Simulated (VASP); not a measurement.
A run of VASP 6.6.1:

File INCAR:

```
SYSTEM = Li2GeAs2
PREC = Accurate
ENCUT = 600
EDIFF = 1E-6
ISMEAR = 0
SIGMA = 0.1
LREAL = .False.
LASPH = .True.
NELM = 100
ALGO = Normal
ISIF = 3
LWAVE = .False.
LCHARG = .False.
GGA = PE
IBRION = 2
NSW = 100
EDIFFG = -0.01
```

File KPOINTS:

```
Automatic mesh
0
Gamma
  12 12 12
  0 0 0
```

Contents of POSCAR:

```
Li2GeAs2
1.0
   -2.0784121813      2.0784121813      5.3076077104
    2.0784121813     -2.0784121813      5.3076077104
    2.0784121813      2.0784121813     -5.3076077104
Li Ge As
2 1 2
Direct
    0.7500000000      0.2500000000      0.5000000000
    0.2500000000      0.7500000000      0.5000000000
    0.0000000000      0.0000000000      0.0000000000
    0.3880440972      0.3880440972      0.0000000000
    0.6119559028      0.6119559028      0.0000000000
```

Potentials or basis: VASP PAW PBE potentials, release 64 (Li_sv, Ge_d, As).

Launch:

```console
$ cat potpaw_PBE.64/Li_sv/POTCAR potpaw_PBE.64/Ge_d/POTCAR potpaw_PBE.64/As/POTCAR > POTCAR
$ mpirun -np 1 vasp_std > vasp.out
```

Hardware: 1 thread of AMD EPYC 7R43 64-Core Processor (Zen 3) (shared host).

Question: How long does it take, and how much memory?

Answer: It took 22 min on 1 thread of AMD EPYC 7R43 64-Core Processor (Zen 3), with other jobs on the host, peak memory 0.56 GiB. Counts: scf iterations 24, k points 163, ion steps 3.
